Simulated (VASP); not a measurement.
Input of a VASP 6.6.1 run:

Contents of INCAR:

```
PREC = Accurate ; ENCUT = 520
EDIFF = 1E-6 ; ISMEAR = 0
SIGMA = 0.05 ; LREAL = F
LASPH = T ; NELM = 80
ALGO = Normal ; ISIF = 2
LWAVE = F ; LCHARG = T
GGA = PS ; LELF = T
LVHAR = T ; NBANDS = 16
```

File KPOINTS:

```
Automatic mesh
0
Gamma
  9 9 6
```

Contents of POSCAR:

```
MgO
1.0
    3.2457000000      0.0000000000      0.0000000000
   -1.6228500000      2.8108586531      0.0000000000
    0.0000000000      0.0000000000      4.9190000000
Mg O
2 2
Direct
    0.3333333333      0.6666666667      0.0036583380
    0.6666666667      0.3333333333      0.5036583380
    0.3333333333      0.6666666667      0.4009416620
    0.6666666667      0.3333333333      0.9009416620
```

Potentials or basis: VASP PAW PBE potentials, release 64 (Mg, O).

Launch:

```console
$ cat potpaw_PBE.64/Mg/POTCAR potpaw_PBE.64/O/POTCAR > POTCAR
$ mpirun -np 1 vasp_std > vasp.out
```

Task: What does it give for the largest force?

Result: 0.082 eV/Å.

Task: What does it give for the pressure?

Result: 7.2 GPa.

Task: Predict the band gap on the k mesh.

Result: 3.66 eV, direct.

Forces in eV/Å, atoms in the order of the input:
```
Mg   0.000  0.000 -0.082
Mg   0.000  0.000 -0.082
O    0.000  0.000  0.082
O    0.000  0.000  0.082
```

Caveat: the PAW data sets were made with another functional, which shifts forces and pressure a little. A k mesh can miss the band edges.
